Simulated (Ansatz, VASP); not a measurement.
Ge: VASP beside Ansatz

```
CELL_PARAMETERS angstrom
2.71113 0.00000 0.00000
0.00000 2.71113 0.00000
0.00000 0.00000 2.71110
ATOMIC_POSITIONS crystal
Ge 0.00000 0.00000 0.00000
```

Alike in both runs: functional PBE; k mesh 20 × 20 × 20; occupations gaussian, width 0.1 eV; no spin polarisation.

Ansatz relaxed the structure, and its values are those at the end. VASP's run is a single point on that final structure, the one shown.

|  | VASP | Ansatz |
| --- | --- | --- |
| version | VASP 6.6.1 | Ansatz 0.2.0 |
| potentials or method | VASP PAW PBE potentials, release 64 (Ge_d), cutoff 520 eV | scalar-relativistic, plane waves, PAW |
| valence electrons in the cell | 14 | 14 |

VASP gave:

- gap on the k mesh at the Fermi level (eV): none
- pressure (GPa): -0.1

Problem. What did Ansatz give for the same quantities?

Solution. gap on the k mesh at the Fermi level (eV): none; pressure (GPa): 0.0.

A gap of «none» marks a metal or a gap that the smearing closes. With one functional, cell and mesh, what is left measures potentials, basis and numerics.
